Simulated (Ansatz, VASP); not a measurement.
## Si in VASP and in Ansatz

INCAR

```
PREC = Accurate
ENCUT = 500
EDIFF = 1E-6
ISMEAR = 0
SIGMA = 0.1
LREAL = False
LASPH = True
NELM = 120
ALGO = Normal
ISIF = 2
LWAVE = False
LCHARG = False
GGA = PE
NBANDS = 16
GGA_COMPAT = False
```

File KPOINTS:

```
regular mesh
0
Gamma
  6 6 4
```

File POSCAR:

```
Si
1.0
    3.8676348647      0.0000000000      0.0000000000
    0.0000000000      3.8676348647      0.0000000000
    0.0000000000      0.0000000000      5.4696616653
Si
4
Direct
    0.0000000000      0.0000000000      0.0000000000
    0.0000000000      0.5000000000      0.2500000000
    0.5000000000      0.5000000000      0.5000000000
    0.5000000000      1.0000000000      0.7500000000
```

Input for Ansatz:

```yaml
crystal:
  lattice:
    - [3.8676348647, 0.0, 0.0]
    - [0.0, 3.8676348647, 0.0]
    - [0.0, 0.0, 5.4696616653]
  atoms:
    - { symbol: Si, position: [0.0, 0.0, 0.0] }
    - { symbol: Si, position: [0.0, 0.5, 0.25] }
    - { symbol: Si, position: [0.5, 0.5, 0.5] }
    - { symbol: Si, position: [0.5, 1.0, 0.75] }
basis:
  ecutwfc: 420
kpoints:
  mp_grid: { grid: [6, 6, 4] }
hamiltonian:
  xc: pbe
  pseudopotentials: { kind: paw, azcp: { folder: soft_1 } }
scf:
  occupations: { method: gaussian, width: 0.1 }
output:
  forces: true
  stress: true
  eigenvalues: true
```

Alike in both runs: task single point; functional PBE; k mesh 6 × 6 × 4; occupations gaussian, width 0.1 eV; no spin polarisation.

```csv
,VASP,Ansatz
version,VASP 6.6.1,Ansatz 0.2.0
potentials or method,"VASP PAW PBE potentials, release 64 (Si), cutoff 500 eV","scalar-relativistic, plane waves, PAW"
valence electrons in the cell,16,16
```

|  | VASP | Ansatz | Ansatz less VASP |
| --- | --- | --- | --- |
| gap on the k mesh at the Fermi level (eV) | 0.65 | 0.65 | -0.002 |
| least direct gap on the mesh (eV) | 0.75 | 0.75 | -0.001 |

The functional is the same, so the differences come from potentials, cutoffs and numerics.
